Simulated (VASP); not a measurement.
# Hg (P6_3/mmc) in VASP: a series of runs

The runs below take Hg through single point, with LDA.

Everything below comes from runs of VASP 6.6.1. Logs are shortened: lines on timing, memory, paths and dates and some standing lists are left out, and cuts for length are marked.

**1. The cell of the first run**

Symmetry: P6_3/mmc, No. 194, hexagonal system. Conventional cell: a = 2.757 Å, b = 2.757 Å, c = 4.713 Å, α = 90.00°, β = 90.00°, γ = 120.00°. Hg (site symmetry -6m2) has 12 Hg at 2.76 to 2.84 Å within 3.6 Å.

**2. Single point, LDA**

File INCAR:

```
SYSTEM = Hg
  ALGO = Normal
  EDIFF = 1E-6
  ENCUT = 520
  ISIF = 2
  ISMEAR = -1
  LASPH = .True.
  LCHARG = .True.
  LELF = .True.
  LREAL = .False.
  LVHAR = .True.
  LWAVE = .False.
  NBANDS = 19
  NELM = 100
  PREC = Accurate
  SIGMA = 0.1
```

File KPOINTS:

```
k-points
0
Gamma
  7 7 4
  0 0 0
```

File POSCAR:

```
Hg
1.0
    2.7565911633      0.0000000000      0.0000000000
   -1.3782955816      2.3872779753      0.0000000000
    0.0000000000      0.0000000000      4.7129737476
Hg
2
Direct
    0.3333333333      0.6666666667      0.2500000000
    0.6666666667      0.3333333333      0.7500000000
```

Potentials or basis: VASP PAW LDA potentials, release 64 (Hg).

Command:

```console
$ cat potpaw_LDA.64/Hg/POTCAR > POTCAR
$ mpirun -np 1 vasp_std > vasp.out
```

OUTCAR:

```text
SYSTEM = Hg
   EDIFF = 1E-6
   ENCUT = 520
   ISIF = 2
   ISMEAR = -1
   LASPH = .True.
   LREAL = .False.
   NELM = 100
   PREC = Accurate

 ion  position               nearest neighbor table
   1  0.333  0.667  0.250-   2 2.84   2 2.84   2 2.84   2 2.84   2 2.84   2 2.84
   2  0.667  0.333  0.750-   1 2.84   1 2.84   1 2.84   1 2.84   1 2.84   1 2.84

  LATTYP: Found a hexagonal cell.
 ALAT       =     2.7565911633
 C/A-ratio  =     1.7097108234

  Lattice vectors:

 A1 = (   2.7565911633,   0.0000000000,   0.0000000000)
 A2 = (  -1.3782955816,   2.3872779753,   0.0000000000)
 A3 = (   0.0000000000,   0.0000000000,   4.7129737476)

Analysis of symmetry for initial positions (statically):
=====================================================================
 Subroutine PRICEL returns:
 Original cell was already a primitive cell.

 Routine SETGRP: Setting up the symmetry group for a
 hexagonal supercell.

 Subroutine GETGRP returns: Found 24 space group operations
 (whereof 12 operations were pure point group operations)
 out of a pool of 24 trial point group operations.

The static configuration has the point symmetry D_3d.
 The point group associated with its full space group is D_6h.

Analysis of symmetry for dynamics (positions and initial velocities):
=====================================================================
 Subroutine PRICEL returns:
 Original cell was already a primitive cell.

 Routine SETGRP: Setting up the symmetry group for a
 hexagonal supercell.

 Subroutine GETGRP returns: Found 24 space group operations
 (whereof 12 operations were pure point group operations)
 out of a pool of 24 trial point group operations.

The dynamic configuration has the point symmetry D_3d.
 The point group associated with its full space group is D_6h.

 Subroutine INISYM returns: Found 24 space group operations
 (whereof 12 operations are pure point group operations),
 and found     1 'primitive' translations

----------------------------------------------------------------------------------------

                                     Primitive cell

  volume of cell :      31.0149

  direct lattice vectors                    reciprocal lattice vectors
     2.756591163  0.000000000  0.000000000     0.362766889  0.209443561  0.000000000
    -1.378295582  2.387277975  0.000000000     0.000000000  0.418887122  0.000000000
     0.000000000  0.000000000  4.712973748     0.000000000  0.000000000  0.212180261

  length of vectors
     2.756591163  2.756591163  4.712973748     0.418887122  0.418887122  0.212180261

  position of ions in fractional coordinates (direct lattice)
     0.333333333  0.666666667  0.250000000
     0.666666667  0.333333333  0.750000000

  ion indices of the primitive-cell ions
   primitive index   ion index
                 1           1
                 2           2

----------------------------------------------------------------------------------------

 KPOINTS: k-points

Automatic generation of k-mesh.
 Grid dimensions read from file:
 generate k-points for:    7    7    4

 Generating k-lattice:

  Cartesian coordinates                     Fractional coordinates (reciprocal lattice)
     0.051823841  0.029920509  0.000000000     0.142857143  0.000000000  0.000000000
     0.000000000  0.059841017  0.000000000     0.000000000  0.142857143  0.000000000
     0.000000000  0.000000000  0.053045065     0.000000000  0.000000000  0.250000000

  Length of vectors
     0.059841017  0.059841017  0.053045065

  Shift w.r.t. Gamma in fractional coordinates (k-lattice)
     0.000000000  0.000000000  0.000000000

 Subroutine IBZKPT returns following result:
 ===========================================

 Found     24 irreducible k-points:

 Following reciprocal coordinates:
            Coordinates               Weight
  0.000000  0.000000  0.000000      1.000000
  0.142857  0.000000  0.000000      6.000000
  0.285714 -0.000000  0.000000      6.000000
  0.428571  0.000000  0.000000      6.000000
  0.142857  0.142857  0.000000      6.000000
  0.285714  0.142857  0.000000     12.000000
[... 16 lines left out ...]
  0.428571  0.142857  0.500000      6.000000
  0.285714  0.285714  0.500000      6.000000
   k-points           NKPTS =     24   k-points in BZ     NKDIM =     24   number of bands    NBANDS=     19
   number of dos      NEDOS =    301   number of ions     NIONS =      2
   total plane-waves  NPLWV =  20736
   dimension x,y,z NGX =    24 NGY =   24 NGZ =   36
   dimension x,y,z NGXF=    48 NGYF=   48 NGZF=   72
   ions per type =               2
   NGX,Y,Z   is equivalent  to a cutoff of  14.47, 14.47, 12.70 a.u.
   NGXF,Y,Z  is equivalent  to a cutoff of  28.95, 28.95, 25.40 a.u.
 SYSTEM =  Hg
   PREC   = accura    normal or accurate (medium, high low for compatibility)
   ISTART =      0    job   : 0-new  1-cont  2-samecut
   ICHARG =      2    charge: 1-file 2-atom 10-const
   ISPIN  =      1    spin polarized calculation?
   LNONCOLLINEAR =      F non collinear calculations
   LSORBIT =      F    spin-orbit coupling
   LASPH  =      T    aspherical Exc in radial PAW
   ENCUT  =  520.0 eV  38.22 Ry    6.18 a.u.   5.13  5.13  8.76*2*pi/ulx,y,z
   NELM   =    100;   NELMIN=  2; NELMDL= -5     # of ELM steps
   EDIFF  = 0.1E-05   stopping-criterion for ELM
   LREAL  =      F    real-space projection
   EDIFFG = 0.1E-04   stopping-criterion for IOM
   NSW    =      0    number of steps for IOM
   IBRION =     -1    ionic relax: 0-MD 1-quasi-New 2-CG
   NFREE  =      0    steps in history (QN), initial steepest desc. (CG)
   ISIF   =      2    stress and relaxation
   ISYM   =      2    0-nonsym 1-usesym 2-fastsym
   POTIM  = 0.5000    time-step for ionic-motion
   TEBEG  =    0.0;   TEEND  =   0.0 temperature during run
   PSTRESS=    0.0 pullay stress
   NELECT =      24.0000    total number of electrons
   NUPDOWN=      -1.0000    fix difference up-down
   EMIN   =  10.00;   EMAX   =-10.00  energy-range for DOS
   EFERMI =   0.00;   METHOD = LEGACY
   ISMEAR =    -1;   SIGMA  =   0.10  broadening in eV -4-tet -1-fermi 0-gaus
   EFERMI_NEDOS =   21; number of points for ismear=-14 and -15
   IALGO  =     38    algorithm
   IMIX   =      4    mixing-type and parameters
     AMIX     =   0.40;   BMIX     =  1.00
     AMIX_MAG =   1.60;   BMIX_MAG =  1.00
  volume/ion in A,a.u.               =      15.51       104.65
  Fermi-wavevector in a.u.,A,eV,Ry     =   1.502987  2.840233 30.735137  2.258969
  Thomas-Fermi vector in A             =   2.614156
   LORBIT       =      0    0 simple, 1 ext, 2 COOP (PROOUT), +10 PAW based schemes
   GGA     = CA    functional components
   LHFCALC =     F    Hartree Fock is set to
   AEXX    =    0.0000 exact exchange contribution
   IVDW    =     0    specifies the selected vdW correction
   LEPSILON=     F    determine dielectric tensor
   LRPA    =     F    only Hartree local field effects (RPA)
 non-spin polarized calculation
  energy-cutoff  :      520.00
  volume of cell :       31.01
 maximum number of plane-waves:       845
 NGX is ok and might be reduce to    24
   NGX = 11   NGY = 11   NGZ = 17

 number of electron      23.9999998 magnetization

 Free energy of the ion-electron system (eV)
  ---------------------------------------------------
  ext. energy  EPLUGINS =         0.00000000
  ---------------------------------------------------
  free energy    TOTEN  =        -0.17557290 eV

  energy without entropy =       -0.15197393  energy(sigma->0) =       -0.16377342

 E-fermi :   7.8860     XC(G=0): -13.5589

 val. band max:        7.8798076122   @ k =   0.2857   0.1429   0.0000
 cond. band min:       7.8884581292   @ k =   0.2857  -0.0000   0.0000
 fundamental gap:      0.0086505170
 Fermi energy:         7.8860469098

 k-point     1 :       0.0000    0.0000    0.0000
  band No.  band energies     occupation
      1      -6.4064      2.00000
      2      -4.4820      2.00000
      3      -2.2608      2.00000
      4      -1.8988      2.00000
      5      -1.8988      2.00000
      6      -1.6202      2.00000
[... 11 lines left out ...]
     18      24.5528      0.00000
     19      27.7247      0.00000

 k-point     2 :       0.1429    0.0000    0.0000
  band No.  band energies     occupation
      1      -5.7260      2.00000
      2      -3.9849      2.00000
      3      -2.3861      2.00000
      4      -1.8870      2.00000
      5      -1.6340      2.00000
      6      -1.4541      2.00000
[... 11 lines left out ...]
     18      24.0332      0.00000
     19      24.8586      0.00000

 k-point     3 :       0.2857   -0.0000    0.0000
  band No.  band energies     occupation
      1      -4.3031      2.00000
      2      -3.6748      2.00000
      3      -2.6402      2.00000
      4      -2.0171      2.00000
      5      -1.9388      2.00000
      6      -1.4374      2.00000
[... 11 lines left out ...]
     18      22.7451      0.00000
     19      23.2614      0.00000

 k-point     4 :       0.4286    0.0000    0.0000
  band No.  band energies     occupation
      1      -4.0871      2.00000
      2      -3.8769      2.00000
      3      -3.4148      2.00000
      4      -1.7237      2.00000
      5      -1.6080      2.00000
      6      -1.4660      2.00000
[... 11 lines left out ...]
     18      21.2094      0.00000
     19      23.5785      0.00000

 k-point     5 :       0.1429    0.1429    0.0000
  band No.  band energies     occupation
      1      -4.5552      2.00000
      2      -3.3039      2.00000
      3      -2.7088      2.00000
      4      -2.2088      2.00000
      5      -1.9800      2.00000
      6      -1.6216      2.00000
[... 11 lines left out ...]
     18      23.2832      0.00000
     19      23.8850      0.00000
[... 334 lines left out ...]
      2      -3.4097      2.00000
      3      -2.6873      2.00000
      4      -2.6873      2.00000
      5      -2.1982      2.00000
      6      -2.1982      2.00000
[... 11 lines left out ...]
     18      19.0419      0.00000
     19      26.2053      0.00000

 k-point    22 :       0.2857    0.1429    0.5000
  band No.  band energies     occupation
      1      -3.5595      2.00000
      2      -3.5595      2.00000
      3      -2.8014      2.00000
      4      -2.8014      2.00000
      5      -1.2924      2.00000
      6      -1.2924      2.00000
[... 11 lines left out ...]
     18      18.3581      0.00000
     19      25.8418      0.00000

 k-point    23 :       0.4286    0.1429    0.5000
  band No.  band energies     occupation
      1      -3.7272      2.00000
      2      -3.7272      2.00000
      3      -2.9773      2.00000
      4      -2.9773      2.00000
      5      -1.1862      2.00000
      6      -1.1862      2.00000
[... 11 lines left out ...]
     18      19.1483      0.00000
     19      25.0637      0.00000

 k-point    24 :       0.2857    0.2857    0.5000
  band No.  band energies     occupation
      1      -3.2289      2.00000
      2      -3.2289      2.00000
      3      -2.4235      2.00000
      4      -2.4235      2.00000
      5      -1.7552      2.00000
      6      -1.7552      2.00000
[... 11 lines left out ...]
     18      20.2255      0.00000
     19      24.4499      0.00000

------------------------ aborting loop because EDIFF is reached ----------------------------------------

  FORCE on cell =-STRESS in cart. coord.  units (eV):
  Direction    XX          YY          ZZ          XY          YZ          ZX
  --------------------------------------------------------------------------------------
  -------------------------------------------------------------------------------------
  Total       12.4918783     12.4918783     12.3688845      0.0000000      0.0000000      0.0000000
  in kB      645.3093441    645.3093441    638.9556953      0.0000000      0.0000000      0.0000000
  external PRESSURE =     643.1914611 kB  Pullay stress =       0.0000000 kB

 VOLUME and BASIS-vectors are now :
 -----------------------------------------------------------------------------
  energy-cutoff  :      520.00
  volume of cell :       31.01
      direct lattice vectors                 reciprocal lattice vectors
     2.756591163  0.000000000  0.000000000     0.362766889  0.209443561  0.000000000
    -1.378295582  2.387277975  0.000000000     0.000000000  0.418887122  0.000000000
     0.000000000  0.000000000  4.712973748     0.000000000  0.000000000  0.212180261

 POSITION                                       TOTAL-FORCE (eV/Angst)
 -----------------------------------------------------------------------------------
     -0.00000      1.59152      1.17824        -0.000000      0.000000      0.000000
      1.37830      0.79576      3.53473         0.000000     -0.000000     -0.000000
 -----------------------------------------------------------------------------------
    total drift:                               -0.000000      0.000000     -0.000000

  FREE ENERGIE OF THE ION-ELECTRON SYSTEM (eV)
  ---------------------------------------------------
  free  energy   TOTEN  =        -0.1755729035 eV

  energy  without entropy=       -0.1519739346  energy(sigma->0) =       -0.16377342
```

It took 5.6 s on 1 thread of Intel Xeon 6975P-C (Granite Rapids), shared host; peak memory 0.14 GiB.

Results:

```yaml
Free_energy: -0.1756 eV
Pressure: 64.3 GPa
Band_gap_on_the_k_mesh: zero (band 12 reaches 8.28 eV, above the bottom of band 13 at 6.10 eV)
```

Caveat: the k points lie up to 0.38 Å⁻¹ apart; spin-orbit coupling is left out, which moves the levels of the heavy elements.

**3. Single point, LDA**

This run uses another cell than the first one, of 16.52 Å³/atom, 1.065 times its volume.

File INCAR:

```
SYSTEM = Hg
PREC = Accurate
ENCUT = 520
EDIFF = 1E-7
ISMEAR = -1
SIGMA = 0.1
LREAL = .False.
LASPH = .True.
NELM = 100
ALGO = Normal
ISIF = 2
LWAVE = .False.
LCHARG = .False.
GGA = CA
NBANDS = 19
```

File KPOINTS:

```
regular mesh
0
Gamma
  7 7 4
  0 0 0
```

File POSCAR:

```
Hg
1.0
    2.8051219211      0.0000000000      0.0000000000
   -1.4025609606      2.4293068444      0.0000000000
    0.0000000000      0.0000000000      4.8470230391
Hg
2
Direct
    0.3333333333      0.6666666667      0.2500000000
    0.6666666667      0.3333333333      0.7500000000
```

Potentials or basis: VASP PAW LDA potentials, release 64 (Hg).

Command:

```console
$ cat potpaw_LDA.64/Hg/POTCAR > POTCAR
$ mpirun -np 1 vasp_std > vasp.out
```

Wall time 4.8 s (1 thread of Intel Xeon 6975P-C (Granite Rapids), shared host); peak memory 0.14 GiB.

Results (log left out):

```
Free energy            : -0.8452 eV
Pressure               : 43.2 GPa
Band gap on the k mesh : zero (band 12 reaches 7.30 eV, above the bottom of band 13 at 4.88 eV)
```

Stress tensor (GPa, compression positive):
```
43.29  0.00  0.00
 0.00 43.29  0.00
 0.00  0.00 42.95
```

Levels at points of the mesh, in eV from the Fermi level:
```tsv
k point	band 10	band 11	band 12	band 13	band 14	band 15
(0.00, 0.00, 0.00)	-7.09	-7.09	-4.54	-1.97	13.36	13.59
(0.00, 0.00, 0.50)	-7.49	-7.49	-7.49	6.60	6.60	13.71
```

Caveat: the k points lie up to 0.37 Å⁻¹ apart; spin-orbit coupling is left out, which moves the levels of the heavy elements.

[end of part 1 of 2]
